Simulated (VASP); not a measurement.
# Cd (Fm-3m) in VASP: relaxation of cell and atoms with PBEsol+D3(BJ)

Aim: the relaxation of cell and atoms of Cd with PBEsol+D3(BJ).

All numbers are computed with VASP 6.6.1; they aren't measurements. Logs are shortened: lines on timing, memory, paths and dates and some standing lists are left out, and cuts for length are marked.

## Step 1: The cell of the first run

Symmetry: Fm-3m, No. 225, cubic system. Conventional cell: a = 4.420 Å, b = 4.420 Å, c = 4.420 Å, α = 90.00°, β = 90.00°, γ = 90.00°. Cd (site symmetry m-3m) has 12 Cd at 3.13 Å within 4.1 Å.

This isn't the form of Cd at room conditions, which is hcp.

## Step 2: Relaxation of cell and atoms, PBEsol+D3(BJ)

Contents of INCAR:

```
SYSTEM = Cd
PREC     = Accurate       ! precision mode
ENCUT    = 630            ! plane-wave cutoff, eV
EDIFF    = 1E-7           ! SCF threshold, eV
ISMEAR   = -1             ! smearing method
SIGMA    = 0.1            ! smearing width, eV
LREAL    = .FALSE.        ! projectors in reciprocal space
LASPH    = .TRUE.         ! aspherical terms in the spheres
NELM     = 120            ! most SCF steps
ALGO     = Normal         ! electronic algorithm
ISIF     = 3              ! what is computed and relaxed
LWAVE    = .FALSE.        ! write WAVECAR
LCHARG   = .FALSE.        ! write CHGCAR
GGA      = PS             ! functional
IVDW     = 12             ! dispersion correction
IBRION   = 2              ! ionic algorithm
NSW      = 60             ! ionic steps
EDIFFG   = -0.03          ! ionic threshold
GGA_COMPAT= .FALSE.      
NELMIN   = 4
```

Contents of KPOINTS:

```
regular mesh
0
G
  9 9 9
  0 0 0
```

Contents of POSCAR:

```
Cd
1.0
    0.0000000000      2.2100000000      2.2100000000
    2.2100000000      0.0000000000      2.2100000000
    2.2100000000      2.2100000000      0.0000000000
Cd
1
Direct
    0.0000000000      0.0000000000      0.0000000000
```

Potentials or basis: VASP PAW PBE potentials, release 64 (Cd_sv_GW).

Command:

```
$ cat potpaw_PBE.64/Cd_sv_GW/POTCAR > POTCAR
$ mpirun -np 1 vasp_std > vasp.out
```

OUTCAR:

```text
SYSTEM = Cd
   PREC = Accurate
   ENCUT = 630
   EDIFF = 1E-7
   ISMEAR = -1
   LREAL = .FALSE.
   LASPH = .TRUE.
   NELM = 120
   ISIF = 3
   GGA = PS
   IVDW = 12
   IBRION = 2
   NSW = 60
   EDIFFG = -0.03
   NELMIN = 4
 IVDW          = 12

 ion  position               nearest neighbor table
   1  0.000  0.000  0.000-

  LATTYP: Found a face centered cubic cell.
 ALAT       =     4.4200000000

  Lattice vectors:

 A1 = (   0.0000000000,   2.2100000000,   2.2100000000)
 A2 = (   2.2100000000,   0.0000000000,   2.2100000000)
 A3 = (   2.2100000000,   2.2100000000,   0.0000000000)

Analysis of symmetry for initial positions (statically):
=====================================================================
 Subroutine PRICEL returns:
 Original cell was already a primitive cell.

 Routine SETGRP: Setting up the symmetry group for a
 face centered cubic supercell.

 Subroutine GETGRP returns: Found 48 space group operations
 (whereof 48 operations were pure point group operations)
 out of a pool of 48 trial point group operations.

The static configuration has the point symmetry O_h .

Analysis of symmetry for dynamics (positions and initial velocities):
=====================================================================
 Subroutine PRICEL returns:
 Original cell was already a primitive cell.

 Routine SETGRP: Setting up the symmetry group for a
 face centered cubic supercell.

 Subroutine GETGRP returns: Found 48 space group operations
 (whereof 48 operations were pure point group operations)
 out of a pool of 48 trial point group operations.

The dynamic configuration has the point symmetry O_h .

 Subroutine INISYM returns: Found 48 space group operations
 (whereof 48 operations are pure point group operations),
 and found     1 'primitive' translations

----------------------------------------------------------------------------------------

                                     Primitive cell

  volume of cell :      21.5877

  direct lattice vectors                    reciprocal lattice vectors
     0.000000000  2.210000000  2.210000000    -0.226244344  0.226244344  0.226244344
     2.210000000  0.000000000  2.210000000     0.226244344 -0.226244344  0.226244344
     2.210000000  2.210000000  0.000000000     0.226244344  0.226244344 -0.226244344

  length of vectors
     3.125411973  3.125411973  3.125411973     0.391866699  0.391866699  0.391866699

  position of ions in fractional coordinates (direct lattice)
     0.000000000  0.000000000  0.000000000

  ion indices of the primitive-cell ions
   primitive index   ion index
                 1           1

----------------------------------------------------------------------------------------

 KPOINTS: regular mesh

Automatic generation of k-mesh.
 Grid dimensions read from file:
 generate k-points for:    9    9    9

 Generating k-lattice:

  Cartesian coordinates                     Fractional coordinates (reciprocal lattice)
    -0.025138260  0.025138260  0.025138260     0.111111111  0.000000000  0.000000000
     0.025138260 -0.025138260  0.025138260     0.000000000  0.111111111  0.000000000
     0.025138260  0.025138260 -0.025138260     0.000000000  0.000000000  0.111111111

  Length of vectors
     0.043540744  0.043540744  0.043540744

  Shift w.r.t. Gamma in fractional coordinates (k-lattice)
     0.000000000  0.000000000  0.000000000

 Subroutine IBZKPT returns following result:
 ===========================================

 Found     35 irreducible k-points:

 Following reciprocal coordinates:
            Coordinates               Weight
  0.000000  0.000000  0.000000      1.000000
  0.111111  0.000000  0.000000      8.000000
  0.222222  0.000000  0.000000      8.000000
  0.333333  0.000000  0.000000      8.000000
  0.444444  0.000000  0.000000      8.000000
  0.111111  0.111111  0.000000      6.000000
[... 16 lines left out ...]
 -0.333333  0.333333  0.000000     12.000000
  0.444444  0.444444  0.000000      6.000000
 [... further k-points ...]
   k-points           NKPTS =     35   k-points in BZ     NKDIM =     35   number of bands    NBANDS=     14
   number of dos      NEDOS =    301   number of ions     NIONS =      1
   total plane-waves  NPLWV =  21952
   dimension x,y,z NGX =    28 NGY =   28 NGZ =   28
   dimension x,y,z NGXF=    56 NGYF=   56 NGZF=   56
   ions per type =               1
   NGX,Y,Z   is equivalent  to a cutoff of  14.89, 14.89, 14.89 a.u.
   NGXF,Y,Z  is equivalent  to a cutoff of  29.79, 29.79, 29.79 a.u.
 SYSTEM =  Cd
   PREC   = accura    normal or accurate (medium, high low for compatibility)
   ISTART =      0    job   : 0-new  1-cont  2-samecut
   ICHARG =      2    charge: 1-file 2-atom 10-const
   ISPIN  =      1    spin polarized calculation?
   LNONCOLLINEAR =      F non collinear calculations
   LSORBIT =      F    spin-orbit coupling
   LASPH  =      T    aspherical Exc in radial PAW
   ENCUT  =  630.0 eV  46.30 Ry    6.80 a.u.   6.40  6.40  6.40*2*pi/ulx,y,z
   NELM   =    120;   NELMIN=  4; NELMDL= -5     # of ELM steps
   EDIFF  = 0.1E-06   stopping-criterion for ELM
   LREAL  =      F    real-space projection
   EDIFFG = -.3E-01   stopping-criterion for IOM
   NSW    =     60    number of steps for IOM
   IBRION =      2    ionic relax: 0-MD 1-quasi-New 2-CG
   NFREE  =      1    steps in history (QN), initial steepest desc. (CG)
   ISIF   =      3    stress and relaxation
   ISYM   =      2    0-nonsym 1-usesym 2-fastsym
   POTIM  = 0.5000    time-step for ionic-motion
   TEBEG  =    0.0;   TEEND  =   0.0 temperature during run
   PSTRESS=    0.0 pullay stress
   NELECT =      20.0000    total number of electrons
   NUPDOWN=      -1.0000    fix difference up-down
   EMIN   =  10.00;   EMAX   =-10.00  energy-range for DOS
   EFERMI =   0.00;   METHOD = LEGACY
   ISMEAR =    -1;   SIGMA  =   0.10  broadening in eV -4-tet -1-fermi 0-gaus
   EFERMI_NEDOS =   21; number of points for ismear=-14 and -15
   IALGO  =     38    algorithm
   IMIX   =      4    mixing-type and parameters
     AMIX     =   0.40;   BMIX     =  1.00
     AMIX_MAG =   1.60;   BMIX_MAG =  1.00
  volume/ion in A,a.u.               =      21.59       145.68
  Fermi-wavevector in a.u.,A,eV,Ry     =   1.595938  3.015885 34.654265  2.547017
  Thomas-Fermi vector in A             =   2.693778
   LORBIT       =      0    0 simple, 1 ext, 2 COOP (PROOUT), +10 PAW based schemes
   GGA     = PS    functional components
   LHFCALC =     F    Hartree Fock is set to
   AEXX    =    0.0000 exact exchange contribution
   IVDW    =    12    specifies the selected vdW correction
   LEPSILON=     F    determine dielectric tensor
   LRPA    =     F    only Hartree local field effects (RPA)
 conjugate gradient relaxation of ions
 non-spin polarized calculation
  energy-cutoff  :      630.00
  volume of cell :       21.59
 maximum number of plane-waves:       785
 NGX is ok and might be reduce to    28
   NGX = 13   NGY = 13   NGZ = 13

--------------------------------------- Ionic step        1  -------------------------------------------

 number of electron      19.9999993 magnetization

 Free energy of the ion-electron system (eV)
  ---------------------------------------------------
  ext. energy  EPLUGINS =         0.00000000
  ---------------------------------------------------
  free energy    TOTEN  =        -1.24035609 eV

  energy without entropy =       -1.22956575  energy(sigma->0) =       -1.23496092

------------------------ aborting loop because EDIFF is reached ----------------------------------------

 Edisp (eV)   -0.41479

 E8    (eV) :    -0.2776

  FORCE on cell =-STRESS in cart. coord.  units (eV):
  Direction    XX          YY          ZZ          XY          YZ          ZX
  --------------------------------------------------------------------------------------
  -------------------------------------------------------------------------------------
  Total      -0.65745    -0.65745    -0.65745     0.00000     0.00000     0.00000
  in kB     -48.79437   -48.79437   -48.79437     0.00000     0.00000     0.00000
  external pressure =      -48.79 kB  Pullay stress =        0.00 kB
[... 59 lines left out ...]
  energy  without entropy=       -1.6721313304  energy(sigma->0) =       -1.67738002

--------------------------------------- Ionic step        3  -------------------------------------------

 number of electron      20.0000004 magnetization

 Free energy of the ion-electron system (eV)
  ---------------------------------------------------
  ext. energy  EPLUGINS =         0.00000000
  ---------------------------------------------------
  free energy    TOTEN  =        -1.23142797 eV

  energy without entropy =       -1.22091325  energy(sigma->0) =       -1.22617061

 E-fermi :   7.1857     XC(G=0): -11.9712

 val. band max:        7.1352974840   @ k =   0.4444   0.0000   0.0000
 cond. band min:       7.3756463177   @ k =  -0.3333   0.4444   0.2222
 fundamental gap:      0.2403488338
 Fermi energy:         7.1857432890

 k-point     1 :       0.0000    0.0000    0.0000
  band No.  band energies     occupation
      1     -95.8192      2.00000
      2     -56.8618      2.00000
      3     -56.8618      2.00000
      4     -56.8618      2.00000
      5      -2.3256      2.00000
      6      -2.1145      2.00000
      7      -2.1145      2.00000
      8      -2.1145      2.00000
      9      -1.5515      2.00000
     10      -1.5515      2.00000
     11      20.5691      0.00000
     12      22.6620      0.00000
     13      22.6620      0.00000
     14      22.6620      0.00000
[... 375 lines left out ...]
 k-point    24 :       0.4444    0.4444    0.0000
  band No.  band energies     occupation
      1     -95.8135      2.00000
      2     -56.9112      2.00000
      3     -56.8823      2.00000
      4     -56.8823      2.00000
      5      -2.8880      2.00000
      6      -2.8148      2.00000
      7      -1.1348      2.00000
      8      -1.0210      2.00000
      9      -1.0210      2.00000
     10       5.1367      2.00000
     11      10.1490      0.00000
     12      14.3451      0.00000
     13      14.3451      0.00000
     14      18.9893      0.00000

 [... further k-points ...]

------------------------ aborting loop because EDIFF is reached ----------------------------------------

 Edisp (eV)   -0.45209

 E8    (eV) :    -0.3028

  FORCE on cell =-STRESS in cart. coord.  units (eV):
  Direction    XX          YY          ZZ          XY          YZ          ZX
  --------------------------------------------------------------------------------------
  -------------------------------------------------------------------------------------
  Total       0.00213     0.00213     0.00213    -0.00000     0.00000     0.00000
  in kB       0.17152     0.17152     0.17152    -0.00000     0.00000     0.00000
  external pressure =        0.17 kB  Pullay stress =        0.00 kB
[... 16 lines left out ...]
  FREE ENERGIE OF THE ION-ELECTRON SYSTEM (eV)
  ---------------------------------------------------
  free  energy   TOTEN  =        -1.6835201394 eV

  energy  without entropy=       -1.6730054222  energy(sigma->0) =       -1.67826278

 reached required accuracy - stopping structural energy minimisation
```

Wall time 26 s (1 thread of AMD EPYC 9R45 (Zen 5), shared host); peak memory 0.16 GiB.

Results:

```yaml
Free_energy: -1.6835 eV
Relaxed_volume: 19.87 Å³/atom
Relaxed_cell: a = 3.040 Å, b = 3.040 Å, c = 3.040 Å, α = 60.00°, β = 60.00°, γ = 60.00°
Space_group_after_relaxing_to_0.1_Å: Fm-3m (No. 225)
Energy_gained_by_relaxing: 28.4 meV/atom
Ionic_steps: 3
Pressure_after_relaxing: 0.0 GPa
Band_gap_on_the_k_mesh: zero (bands 10 and 11 overlap by 1.46 eV)
Dispersion_energy_per_atom: -0.452 eV
```

Step by step:
| step | energy change (eV) | largest force (eV/Å) | pressure (GPa) | volume (Å³) |
| --- | --- | --- | --- | --- |
| 1 | 0.0000 | 0.0000 | -4.88 | 21.59 |
| 2 | -0.0275 | 0.0000 | 1.05 | 19.60 |
| 3 | -0.0284 | 0.0000 | 0.02 | 19.87 |

Final structure:
```
Cd
1.0
     0.00000    2.14978    2.14978
     2.14978    0.00000    2.14978
     2.14978    2.14978    0.00000
Cd
1
Cartesian
  0.0000 0.0000 0.0000
```

Levels at points of the mesh, in eV from the Fermi level:
| k point | band 8 | band 9 | band 10 | band 11 | band 12 | band 13 |
| --- | --- | --- | --- | --- | --- | --- |
| (0.00, 0.00, 0.00) | -9.30 | -8.74 | -8.74 | 13.38 | 15.48 | 15.48 |

Caveat: the PAW data sets were made with another functional, which shifts forces and pressure a little.

The gap in the log of VASP goes by the Fermi energy; the results here count the filled bands.